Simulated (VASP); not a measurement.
# Si16HC16 (a cell with a defect) in VASP: further runs, part 2 of 2

VASP 6.6.1. The steps go on from the part before.

**3. Single point, r2SCAN**

Contents of POSCAR:

```
Si16HC16
1.0
    6.1882622200      0.0000000600      0.0000000000
   -3.0941311600      5.3591922600      0.0000000000
    0.0000000000      0.0000000000     10.1293014700
Si C H
16 16 1
Direct
    0.3363831200      0.1638303400      0.9419721400
    0.1698332000      0.3349027800      0.4385017200
    0.0036677700     -0.0007661900      0.6874461200
    0.0017793300      0.0009137000      0.1900316400
    0.3316609300      0.6597989800      0.9485810200
    0.1684507400      0.8359740700      0.4377712400
    0.0059337200      0.5053776100      0.6876901100
    0.0016333700      0.5006638200      0.1911600200
    0.8371176200      0.1656191100      0.9421817300
    0.6722691200      0.3377250500      0.4377979600
    0.5090351900      0.0247198900      0.6808347700
    0.5021851400      0.0004917700      0.1905798700
    0.8362707600      0.6654536400      0.9414622400
    0.6708944700      0.8348911600      0.4384959600
    0.5063628000      0.4898238600      0.6860381000
    0.5021153900      0.5001815300      0.1909425200
    0.3344026000      0.1631673200      0.7534960300
    0.1679609800      0.3351249700      0.2522228100
    0.0038728000      0.0017006400      0.5024001500
    0.0026288300     -0.0006749400      0.0027568200
    0.3448478400      0.6629500000      0.7560229400
    0.1679589400      0.8353865400      0.2518371600
    0.0069775600      0.5037002700      0.5032272700
   -0.0008149400      0.4977573000      0.0042226800
    0.8413590000      0.1687902400      0.7527356000
    0.6684861800      0.3348931200      0.2522913700
    0.5038299700      0.0016789800      0.5001404500
    0.5022297400     -0.0022298500      0.0029454800
    0.8394175400      0.6661581200      0.7526298700
    0.6679710200      0.8347365100      0.2522437300
    0.5038906300      0.5006649300      0.5019958200
    0.5023967200      0.4974275400      0.0037957700
    0.5529866000      0.8182119400      0.7737368500
```

Contents of INCAR.step1:

```
SYSTEM = Si16HC16
  PREC = Accurate
  ENCUT = 580
  ISMEAR = -1
  SIGMA = 0.01
  LREAL = Auto
  LASPH = .TRUE.
  NELM = 120
  NELECT = 128.0
  NBANDS = 86
  GGA = PE
  ALGO = Normal
  EDIFF = 1E-5
  LWAVE = .TRUE.
  LCHARG = .FALSE.
  GGA_COMPAT = .FALSE.
```

Contents of INCAR.step2:

```
SYSTEM = Si16HC16
  PREC = Accurate
  ENCUT = 580
  EDIFF = 1E-6
  ISMEAR = -1
  SIGMA = 0.01
  LREAL = Auto
  LASPH = .TRUE.
  NELM = 120
  ALGO = Normal
  ISIF = 2
  LWAVE = .FALSE.
  LCHARG = .FALSE.
  METAGGA = R2SCAN
  LMIXTAU = .TRUE.
  NELECT = 128.0
  NBANDS = 86
  ISTART = 1
  GGA_COMPAT = .FALSE.
```

Contents of KPOINTS:

```
Automatic mesh
0
Gamma
  1 1 1
  0.25 0.25 0.25
```

Potentials or basis: VASP PAW PBE potentials, release 64 (Si, C, H).

Command:

```console
$ cat potpaw_PBE.64/Si/POTCAR potpaw_PBE.64/C/POTCAR potpaw_PBE.64/H/POTCAR > POTCAR
$ cp INCAR.step1 INCAR
$ mpirun -np 1 vasp_std > vasp.out
$ cp INCAR.step2 INCAR
$ mpirun -np 1 vasp_std > vasp.out
```

OUTCAR:

```text
SYSTEM = Si16HC16
   PREC = Accurate
   ENCUT = 580
   EDIFF = 1E-6
   ISMEAR = -1
   LREAL = Auto
   LASPH = .TRUE.
   NELM = 120
   ISIF = 2
   METAGGA = R2SCAN
   NELECT = 128.0
   ISTART = 1

 ion  position               nearest neighbor table
   1  0.336  0.164  0.942-  28 1.88  20 1.89  32 1.89  17 1.91  12 3.07   5 3.08   4 3.09  13 3.09
                             9 3.09   9 3.10  13 3.10  16 3.10   5 3.11  15 3.13  11 3.13   3 3.13
   2  0.170  0.335  0.439-  18 1.89  23 1.89  19 1.90  31 1.90  16 3.08   8 3.08   6 3.08  10 3.09
                             4 3.09  15 3.09  14 3.09   7 3.10  14 3.10   3 3.10  10 3.10   6 3.11
   3  0.004  0.999  0.687-  19 1.87  17 1.89  25 1.90  29 1.90  11 3.05   7 3.06  15 3.07   6 3.08
                            14 3.09   2 3.10  15 3.12   7 3.13  13 3.13   1 3.13   9 3.14  11 3.14
   4  0.002  0.001  0.190-  22 1.88  30 1.90  20 1.90  18 1.90   9 3.07   6 3.07  14 3.08   1 3.09
                             2 3.09  12 3.09  16 3.09   8 3.09  13 3.09   8 3.10  16 3.10  12 3.10
   5  0.332  0.660  0.949-  24 1.87  32 1.87  28 1.89  21 1.95  16 3.03   8 3.03  12 3.06   9 3.06
                            13 3.08   1 3.08   1 3.11  13 3.11   9 3.13
   6  0.168  0.836  0.438-  22 1.88  19 1.89  23 1.90  27 1.91  11 3.07   4 3.07  14 3.08  10 3.08
                            12 3.08   8 3.08   3 3.08   2 3.08   7 3.09   2 3.11  10 3.11  14 3.11
   7  0.006  0.505  0.688-  23 1.87  29 1.87  25 1.92  21 1.95  11 3.03  15 3.04   3 3.06   6 3.09
                             2 3.10  10 3.10  13 3.12   3 3.13  15 3.15
   8  0.002  0.501  0.191-  18 1.88  26 1.89  24 1.89  22 1.90   5 3.03  10 3.06   6 3.08   2 3.08
                            13 3.09  16 3.09  12 3.09   4 3.09   4 3.10  12 3.10   9 3.10  16 3.10
   9  0.837  0.166  0.942-  20 1.88  24 1.89  28 1.90  25 1.92   5 3.06   4 3.07  12 3.09  13 3.09
                             1 3.09   1 3.10  13 3.10   8 3.10   5 3.13   3 3.14
  10  0.672  0.338  0.438-  26 1.88  31 1.89  27 1.91  23 1.91  11 2.98  15 3.04   8 3.06  16 3.07
                             6 3.08  14 3.08   2 3.09  12 3.09   7 3.10   2 3.10  14 3.11   6 3.11
  11  0.509  0.025  0.681-  33 1.71  27 1.83  17 1.84  25 1.93  21 2.09  15 2.89  10 2.98   7 3.03
                             3 3.05   6 3.07  14 3.10   1 3.13   3 3.14
  12  0.502  0.000  0.191-  30 1.88  22 1.90  26 1.90  28 1.90   5 3.06   1 3.07   6 3.08  14 3.08
                            10 3.09   4 3.09   9 3.09  16 3.09   8 3.09   8 3.10  16 3.10   4 3.10
  13  0.836  0.665  0.941-  24 1.88  20 1.89  32 1.90  29 1.91   5 3.08   8 3.09   1 3.09   9 3.09
                             4 3.09   9 3.10  16 3.10   1 3.10   5 3.11   7 3.12   3 3.13  15 3.13
  14  0.671  0.835  0.438-  30 1.89  27 1.90  19 1.90  31 1.90   6 3.08   4 3.08  10 3.08  16 3.08
                            12 3.08   3 3.09   2 3.09  11 3.10   2 3.10  10 3.11   6 3.11  15 3.12
  15  0.506  0.490  0.686-  31 1.87  17 1.88  29 1.91  21 1.93  11 2.89  10 3.04   7 3.04   3 3.07
                             2 3.09   3 3.12  14 3.12   1 3.13  13 3.13   7 3.15
  16  0.502  0.500  0.191-  26 1.88  18 1.90  32 1.90  30 1.90   5 3.03  10 3.07   2 3.08  14 3.08
                             8 3.09  12 3.09   4 3.09   4 3.10  12 3.10  13 3.10   8 3.10   1 3.10
  17  0.334  0.163  0.753-  11 1.84  15 1.88   3 1.89   1 1.91
  18  0.168  0.335  0.252-   8 1.88   2 1.89  16 1.90   4 1.90
  19  0.004  0.002  0.502-   3 1.87   6 1.89  14 1.90   2 1.90
  20  0.003  0.999  0.003-   9 1.88   1 1.89  13 1.89   4 1.90
  21  0.345  0.663  0.756-  33 1.17  15 1.93   7 1.95   5 1.95  11 2.09
  22  0.168  0.835  0.252-   6 1.88   4 1.88  12 1.90   8 1.90
  23  0.007  0.504  0.503-   7 1.87   2 1.89   6 1.90  10 1.91
  24  0.999  0.498  0.004-   5 1.87  13 1.88   9 1.89   8 1.89
  25  0.841  0.169  0.753-   3 1.90   9 1.92   7 1.92  11 1.93
  26  0.668  0.335  0.252-  10 1.88  16 1.88   8 1.89  12 1.90
  27  0.504  0.002  0.500-  11 1.83  14 1.90   6 1.91  10 1.91
  28  0.502  0.998  0.003-   1 1.88   5 1.89   9 1.90  12 1.90
  29  0.839  0.666  0.753-   7 1.87   3 1.90  15 1.91  13 1.91
  30  0.668  0.835  0.252-  12 1.88  14 1.89   4 1.90  16 1.90
  31  0.504  0.501  0.502-  15 1.87  10 1.89   2 1.90  14 1.90
  32  0.502  0.497  0.004-   5 1.87   1 1.89  16 1.90  13 1.90
  33  0.553  0.818  0.774-  21 1.17  11 1.71

[... 172 lines left out ...]
   ICHARG =      0    charge: 1-file 2-atom 10-const
   ISPIN  =      1    spin polarized calculation?
   LNONCOLLINEAR =      F non collinear calculations
   LSORBIT =      F    spin-orbit coupling
   LASPH  =      T    aspherical Exc in radial PAW
   ENCUT  =  580.0 eV  42.63 Ry    6.53 a.u.  12.15 12.15 19.89*2*pi/ulx,y,z
   NELM   =    120;   NELMIN=  2; NELMDL=  0     # of ELM steps
   EDIFF  = 0.1E-05   stopping-criterion for ELM
   LREAL  =      T    real-space projection
   EDIFFG = 0.1E-04   stopping-criterion for IOM
   NSW    =      0    number of steps for IOM
   IBRION =     -1    ionic relax: 0-MD 1-quasi-New 2-CG
   NFREE  =      0    steps in history (QN), initial steepest desc. (CG)
   ISIF   =      2    stress and relaxation
   ISYM   =      2    0-nonsym 1-usesym 2-fastsym
   POTIM  = 0.5000    time-step for ionic-motion
   TEBEG  =    0.0;   TEEND  =   0.0 temperature during run
   PSTRESS=    0.0 pullay stress
   NELECT =     128.0000    total number of electrons
   NUPDOWN=      -1.0000    fix difference up-down
   EMIN   =  10.00;   EMAX   =-10.00  energy-range for DOS
   EFERMI =   0.00;   METHOD = LEGACY
   ISMEAR =    -1;   SIGMA  =   0.01  broadening in eV -4-tet -1-fermi 0-gaus
   EFERMI_NEDOS =   21; number of points for ismear=-14 and -15
   IALGO  =     38    algorithm
   IMIX   =      4    mixing-type and parameters
     AMIX     =   0.40;   BMIX     =  1.00
     AMIX_MAG =   1.60;   BMIX_MAG =  1.00
  volume/ion in A,a.u.               =      10.18        68.70
  Fermi-wavevector in a.u.,A,eV,Ry     =   1.186849  2.242820 19.165325  1.408612
  Thomas-Fermi vector in A             =   2.323013
   LORBIT       =      0    0 simple, 1 ext, 2 COOP (PROOUT), +10 PAW based schemes
   METAGGA = R2SCAN    functional components
   LHFCALC =     F    Hartree Fock is set to
   AEXX    =    0.0000 exact exchange contribution
   IVDW    =     0    specifies the selected vdW correction
   LEPSILON=     F    determine dielectric tensor
   LRPA    =     F    only Hartree local field effects (RPA)
 non-spin polarized calculation
  energy-cutoff  :      580.00
  volume of cell :      335.93
 maximum number of plane-waves:     10665
 NGX is ok and might be reduce to    50
   NGX = 25   NGY = 25   NGZ = 39

 number of electron     128.0000000 magnetization

 Free energy of the ion-electron system (eV)
  ---------------------------------------------------
  ext. energy  EPLUGINS =         0.00000000
  ---------------------------------------------------
  free energy    TOTEN  =      -325.78310499 eV

  energy without entropy =     -325.78310499  energy(sigma->0) =     -325.78310499

 E-fermi :   7.5410     XC(G=0): -11.8885

 val. band max:        7.2385619369   @ k =   0.2500   0.2500   0.2500
 cond. band min:      11.3446796066   @ k =   0.5000  -0.2500   0.2500
 fundamental gap:      4.1061176697
 Fermi energy:         7.5409723435

 k-point     1 :       0.2500    0.2500    0.2500
  band No.  band energies     occupation
      1      -7.8705      2.00000
      2      -6.9649      2.00000
      3      -6.6505      2.00000
      4      -6.3692      2.00000
      5      -5.8894      2.00000
      6      -5.7394      2.00000
[... 463 lines left out ...]
     75      13.8992      0.00000
     76      14.0130      0.00000
 [bands above 76 left out]

------------------------ aborting loop because EDIFF is reached ----------------------------------------

  FORCE on cell =-STRESS in cart. coord.  units (eV):
  Direction    XX          YY          ZZ          XY          YZ          ZX
  --------------------------------------------------------------------------------------
  -------------------------------------------------------------------------------------
  Total      -23.7087040    -24.0926281     -9.1437696     -4.1956623     -1.4639841     -0.6524526
  in kB     -113.0761080   -114.9071927    -43.6102234    -20.0107591     -6.9823142     -3.1118022
  external PRESSURE =     -90.5311747 kB  Pullay stress =       0.0000000 kB

 VOLUME and BASIS-vectors are now :
 -----------------------------------------------------------------------------
  energy-cutoff  :      580.00
  volume of cell :      335.93
      direct lattice vectors                 reciprocal lattice vectors
     6.188262220  0.000000060  0.000000000     0.161596254  0.093297643  0.000000000
    -3.094131160  5.359192260  0.000000000    -0.000000002  0.186595283  0.000000000
     0.000000000  0.000000000 10.129301470     0.000000000  0.000000000  0.098723491

 POSITION                                       TOTAL-FORCE (eV/Angst)
 -----------------------------------------------------------------------------------
      1.57471      0.87800      9.54152        -0.100412      0.051426     -0.001479
      0.01474      1.79481      4.44172         0.084775     -0.063099     -0.013471
     -3.06906      5.35509      6.96335         0.072588     -0.025655     -0.009918
      0.00818      0.00490      1.92489        -0.076475      0.061974     -0.006314
      0.01090      3.53599      9.60846        -0.117197      0.067315      0.052832
     -1.54420      4.48015      4.43432         0.123319     -0.040188     -0.028566
[... 25 lines left out ...]
      1.56986      2.66581      0.03845         0.090408     -0.044544      0.012419
      0.89037      4.38496      7.83741        -0.382490     -0.563068     -0.083599
 -----------------------------------------------------------------------------------
    total drift:                               -0.023750     -0.017661      0.040200

  FREE ENERGIE OF THE ION-ELECTRON SYSTEM (eV)
  ---------------------------------------------------
  free  energy   TOTEN  =      -325.7831049871 eV

  energy  without entropy=     -325.7831049871  energy(sigma->0) =     -325.78310499
```

Wall time 13 min (1 thread of Intel Xeon Platinum 8559C (Emerald Rapids), shared host); peak memory 0.56 GiB.

What came out:

```
Free energy   : -325.7831 eV
Largest force : 0.686 eV/Å
```

Forces in eV/Å, atoms in the order of the input:
```
Si  -0.100  0.051 -0.001
Si   0.085 -0.063 -0.013
Si   0.073 -0.026 -0.010
Si  -0.076  0.062 -0.006
Si  -0.117  0.067  0.053
Si   0.123 -0.040 -0.029
Si  -0.022 -0.141 -0.049
Si  -0.090  0.063 -0.014
Si  -0.119  0.067  0.003
Si   0.090 -0.067 -0.045
Si   0.075  0.107 -0.070
Si  -0.094  0.062 -0.005
Si  -0.089  0.060  0.001
Si   0.095 -0.046 -0.011
Si   0.118 -0.028  0.019
Si  -0.082  0.064 -0.010
C   -0.126  0.157 -0.035
C    0.152 -0.100  0.016
C   -0.086  0.036  0.023
C    0.075 -0.068  0.020
C    0.366  0.405  0.141
C    0.147 -0.103  0.011
C   -0.071  0.015  0.016
C    0.107 -0.049 -0.001
C   -0.174  0.205 -0.110
C    0.153 -0.080  0.016
C   -0.092  0.069  0.048
C    0.068 -0.089  0.024
C   -0.186  0.083  0.015
C    0.157 -0.099  0.012
C   -0.067  0.033  0.061
C    0.090 -0.045  0.012
H   -0.382 -0.563 -0.084
```

Levels at points of the mesh, in eV from the Fermi level:
```tsv
k point	band 61	band 62	band 63	band 64	band 65	band 66	band 67	band 68
(0.25, 0.25, 0.25)	-0.90	-0.84	-0.64	-0.30	3.87	4.47	4.58	4.79
```

Caveat: the k points lie up to 0.59 Å⁻¹ apart; the cell carries a net charge on a neutralising background, which shifts energy and pressure; the cell is charged against a uniform background, so pressure and absolute levels hang on convention; the PAW data sets were made with another functional, which shifts forces and pressure a little.
